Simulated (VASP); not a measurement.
# Ti2Be (Pnnm) in VASP: single point with PBE

Aim: the single point of Ti2Be with PBE.

Everything below comes from runs of VASP 6.6.1. Logs are shortened: lines on timing, memory, paths and dates and some standing lists are left out, and cuts for length are marked.

## 1. The cell of the first run

Symmetry: Pnnm, No. 58, orthorhombic system. Conventional cell: a = 5.169 Å, b = 6.405 Å, c = 2.788 Å, α = 90.00°, β = 90.00°, γ = 90.00°. Within 3.1 Å of Ti (site symmetry m) lie 3 Be at 2.38 to 2.43 Å and 7 Ti at 2.79 to 2.99 Å. Be (site symmetry 2/m) has 6 Ti at 2.38 to 2.43 Å and 2 Be at 2.79 Å within 3.1 Å.

## 2. Single point, PBE

Input file INCAR:

```
PREC = Accurate
ENCUT = 520
EDIFF = 1E-6
ISMEAR = 0
SIGMA = 0.1
LREAL = F
LASPH = T
NELM = 80
ALGO = Fast
ISIF = 2
LWAVE = F
LCHARG = F
GGA = PE
NBANDS = 35
```

Input file KPOINTS:

```
Automatic mesh
0
Gamma
  8 6 14
```

Input file POSCAR:

```
Ti2Be
1.0
    5.1692390070      0.0000000000      0.0000000000
    0.0000000000      6.4047725435      0.0000000000
    0.0000000000      0.0000000000      2.7884656254
Ti Be
4 2
Direct
    0.8834739028      0.2955305853      0.5000000000
    0.6165260972      0.7955305853      0.0000000000
    0.1165260972      0.7044694147      0.5000000000
    0.3834739028      0.2044694147      0.0000000000
    0.5000000000      0.5000000000      0.5000000000
    0.0000000000      0.0000000000      0.0000000000
```

Potentials or basis: VASP PAW PBE potentials, release 64 (Ti_sv, Be).

Launch:

```bash
$ cat potpaw_PBE.64/Ti_sv/POTCAR potpaw_PBE.64/Be/POTCAR > POTCAR
$ mpirun -np 1 vasp_std > vasp.out
```

OUTCAR:

```text
PREC = Accurate
   ENCUT = 520
   EDIFF = 1E-6
   ISMEAR = 0
   LREAL = F
   LASPH = T
   NELM = 80
   ISIF = 2
   GGA = PE

 ion  position               nearest neighbor table
   1  0.883  0.296  0.500-   5 2.38   6 2.43   6 2.43   3 2.88
   2  0.617  0.796  0.000-   6 2.38   5 2.43   5 2.43   4 2.88
   3  0.117  0.704  0.500-   5 2.38   6 2.43   6 2.43   1 2.88
   4  0.383  0.204  0.000-   6 2.38   5 2.43   5 2.43   2 2.88
   5  0.500  0.500  0.500-   1 2.38   3 2.38   2 2.43   4 2.43   2 2.43   4 2.43
   6  0.000  0.000  0.000-   2 2.38   4 2.38   3 2.43   1 2.43   1 2.43   3 2.43

  LATTYP: Found a simple orthorhombic cell.
 ALAT       =     2.7884656254
 B/A-ratio  =     1.8537933407
 C/A-ratio  =     2.2968805802

  Lattice vectors:

 A1 = (   0.0000000000,   0.0000000000,   2.7884656254)
 A2 = (   5.1692390070,   0.0000000000,   0.0000000000)
 A3 = (   0.0000000000,   6.4047725435,   0.0000000000)

Analysis of symmetry for initial positions (statically):
=====================================================================
 Subroutine PRICEL returns:
 Original cell was already a primitive cell.

 Routine SETGRP: Setting up the symmetry group for a
 simple orthorhombic supercell.

 Subroutine GETGRP returns: Found  8 space group operations
 (whereof  4 operations were pure point group operations)
 out of a pool of  8 trial point group operations.

The static configuration has the point symmetry C_2h.
 The point group associated with its full space group is D_2h.

Analysis of symmetry for dynamics (positions and initial velocities):
=====================================================================
 Subroutine PRICEL returns:
 Original cell was already a primitive cell.

 Routine SETGRP: Setting up the symmetry group for a
 simple orthorhombic supercell.

 Subroutine GETGRP returns: Found  8 space group operations
 (whereof  4 operations were pure point group operations)
 out of a pool of  8 trial point group operations.

The dynamic configuration has the point symmetry C_2h.
 The point group associated with its full space group is D_2h.

 Subroutine INISYM returns: Found  8 space group operations
 (whereof  4 operations are pure point group operations),
 and found     1 'primitive' translations

----------------------------------------------------------------------------------------

                                     Primitive cell

  volume of cell :      92.3200

  direct lattice vectors                    reciprocal lattice vectors
     5.169239007  0.000000000  0.000000000     0.193452073  0.000000000  0.000000000
     0.000000000  6.404772544  0.000000000     0.000000000  0.156133570  0.000000000
[... 102 lines left out ...]
   TEBEG  =    0.0;   TEEND  =   0.0 temperature during run
   PSTRESS=    0.0 pullay stress
   NELECT =      52.0000    total number of electrons
   NUPDOWN=      -1.0000    fix difference up-down
   EMIN   =  10.00;   EMAX   =-10.00  energy-range for DOS
   EFERMI =   0.00;   METHOD = LEGACY
   ISMEAR =     0;   SIGMA  =   0.10  broadening in eV -4-tet -1-fermi 0-gaus
   EFERMI_NEDOS =   21; number of points for ismear=-14 and -15
   IALGO  =     68    algorithm
   IMIX   =      4    mixing-type and parameters
     AMIX     =   0.40;   BMIX     =  1.00
     AMIX_MAG =   1.60;   BMIX_MAG =  1.00
  volume/ion in A,a.u.               =      15.39       103.83
  Fermi-wavevector in a.u.,A,eV,Ry     =   1.352002  2.554914 24.870226  1.827910
  Thomas-Fermi vector in A             =   2.479377
   LORBIT       =      0    0 simple, 1 ext, 2 COOP (PROOUT), +10 PAW based schemes
   GGA     = PE    functional components
   LHFCALC =     F    Hartree Fock is set to
   AEXX    =    0.0000 exact exchange contribution
   IVDW    =     0    specifies the selected vdW correction
   LEPSILON=     F    determine dielectric tensor
   LRPA    =     F    only Hartree local field effects (RPA)
 non-spin polarized calculation
 RMM-DIIS sequential band-by-band and
 Gauss-broadening in eV      SIGMA  =   0.10
  energy-cutoff  :      520.00
  volume of cell :       92.32
 maximum number of plane-waves:      2514
 NGX is ok and might be reduce to    40
   NGX = 19   NGY = 23   NGZ = 11

 number of electron      51.9999999 magnetization

 Free energy of the ion-electron system (eV)
  ---------------------------------------------------
  ext. energy  EPLUGINS =         0.00000000
  ---------------------------------------------------
  free energy    TOTEN  =       -37.01074653 eV

  energy without entropy =      -36.96975449  energy(sigma->0) =      -36.99025051

 E-fermi :   6.7903     XC(G=0): -10.9429

 val. band max:        6.7896312194   @ k =   0.5000   0.5000   0.0000
 cond. band min:       6.7922367147   @ k =   0.3750   0.5000   0.3571
 fundamental gap:      0.0026054953
 Fermi energy:         6.7903338706

 k-point     1 :       0.0000    0.0000    0.0000
  band No.  band energies     occupation
      1     -49.8484      2.00000
      2     -49.8229      2.00000
      3     -49.7890      2.00000
      4     -49.7689      2.00000
      5     -26.3007      2.00000
      6     -26.2177      2.00000
[... 901 lines left out ...]
     34       8.9903      0.00000
     35       9.1057      0.00000

 [... further k-points ...]

------------------------ aborting loop because EDIFF is reached ----------------------------------------

  FORCE on cell =-STRESS in cart. coord.  units (eV):
  Direction    XX          YY          ZZ          XY          YZ          ZX
  --------------------------------------------------------------------------------------
  -------------------------------------------------------------------------------------
  Total       -0.0756041     -0.0068947     -0.0923877      0.0000000      0.0000000      0.0000000
  in kB       -1.3120806     -0.1196548     -1.6033537      0.0000000      0.0000000      0.0000000
  external PRESSURE =      -1.0116964 kB  Pullay stress =       0.0000000 kB

 VOLUME and BASIS-vectors are now :
 -----------------------------------------------------------------------------
  energy-cutoff  :      520.00
  volume of cell :       92.32
      direct lattice vectors                 reciprocal lattice vectors
     5.169239007  0.000000000  0.000000000     0.193452073  0.000000000  0.000000000
     0.000000000  6.404772544  0.000000000     0.000000000  0.156133570  0.000000000
     0.000000000  0.000000000  2.788465625     0.000000000  0.000000000  0.358620164

 POSITION                                       TOTAL-FORCE (eV/Angst)
 -----------------------------------------------------------------------------------
      4.56689      1.89281      1.39423         0.003654      0.001619      0.000000
      3.18697      5.09519      0.00000        -0.003654      0.001619     -0.000000
      0.60235      4.51197      1.39423        -0.003654     -0.001619     -0.000000
      1.98227      1.30958      0.00000         0.003654     -0.001619      0.000000
      2.58462      3.20239      1.39423         0.000000      0.000000      0.000000
      0.00000      0.00000      0.00000         0.000000      0.000000      0.000000
 -----------------------------------------------------------------------------------
    total drift:                                0.000000     -0.000000      0.000000

  FREE ENERGIE OF THE ION-ELECTRON SYSTEM (eV)
  ---------------------------------------------------
  free  energy   TOTEN  =       -37.0107465299 eV

  energy  without entropy=      -36.9697544864  energy(sigma->0) =      -36.99025051
```

OSZICAR:

```text
N       E                     dE             d eps       ncg     rms          rms(c)
DAV:   1     0.665712480839E+03    0.66571E+03   -0.26601E+04 11200   0.176E+03
DAV:   2     0.411801444495E+02   -0.62453E+03   -0.61169E+03 11206   0.540E+02
DAV:   3    -0.363369067055E+02   -0.77517E+02   -0.75361E+02 18422   0.164E+02
[... 34 lines left out ...]
RMM:  38    -0.370107422925E+02   -0.18595E-05   -0.21723E-05 14091   0.177E-02    0.816E-03
RMM:  39    -0.370107436949E+02   -0.14024E-05   -0.16621E-05 13735   0.162E-02    0.835E-03
RMM:  40    -0.370107448520E+02   -0.11571E-05   -0.14212E-05 13443   0.149E-02    0.837E-03
RMM:  41    -0.370107457504E+02   -0.89844E-06   -0.10992E-05 13162   0.137E-02    0.847E-03
RMM:  42    -0.370107465299E+02   -0.77952E-06   -0.95063E-06 12925   0.126E-02
   1 F= -.37010747E+02 E0= -.36990251E+02  d E =-.409920E-01
```

stdout:

```text
POSCAR found type information on POSCAR TiBe
 POSCAR found :  2 types and       6 ions
 scaLAPACK will be used
 LDA part: xc-table for (Slater+PW92), standard interpolation
 POSCAR, INCAR and KPOINTS ok, starting setup
 FFT: planning ... GRIDC
 FFT: planning ... GRID_SOFT
 FFT: planning ... GRID
 WAVECAR not read
 entering main loop
WARNING in EDDRMM: call to ZHEGV failed, returncode =   8  4      6
WARNING in EDDRMM: call to ZHEGV failed, returncode =   6  3     13
WARNING in EDDRMM: call to ZHEGV failed, returncode =   8  4     17
WARNING in EDDRMM: call to ZHEGV failed, returncode =   6  3     22
WARNING in EDDRMM: call to ZHEGV failed, returncode =   6  3     20
WARNING in EDDRMM: call to ZHEGV failed, returncode =   6  3     22
WARNING in EDDRMM: call to ZHEGV failed, returncode =   8  4     19
WARNING in EDDRMM: call to ZHEGV failed, returncode =   6  3      9
WARNING in EDDRMM: call to ZHEGV failed, returncode =   8  4     27
WARNING in EDDRMM: call to ZHEGV failed, returncode =   8  4     19
WARNING in EDDRMM: call to ZHEGV failed, returncode =   8  4     17
WARNING in EDDRMM: call to ZHEGV failed, returncode =   8  4      9
WARNING in EDDRMM: call to ZHEGV failed, returncode =   6  3     21
WARNING in EDDRMM: call to ZHEGV failed, returncode =   6  3     20
WARNING in EDDRMM: call to ZHEGV failed, returncode =   6  3      8
WARNING in EDDRMM: call to ZHEGV failed, returncode =   8  4      5
WARNING in EDDRMM: call to ZHEGV failed, returncode =   8  4     11
WARNING in EDDRMM: call to ZHEGV failed, returncode =   8  4     10
WARNING in EDDRMM: call to ZHEGV failed, returncode =   6  3     19
```

It took 11 min on 1 thread of Intel Xeon 6975P-C (Granite Rapids), shared host; peak memory 0.49 GiB.

What came out:

- Free energy: -37.0107 eV
- Pressure: -0.1 GPa
- Largest force: 0.004 eV/Å
- Band gap on the k mesh: zero (bands 26 and 27 overlap by 0.16 eV)

Forces in eV/Å, atoms in the order of the input:
```
Ti   0.004  0.002  0.000
Ti  -0.004  0.002  0.000
Ti  -0.004 -0.002  0.000
Ti   0.004 -0.002  0.000
Be   0.000  0.000  0.000
Be   0.000  0.000  0.000
```
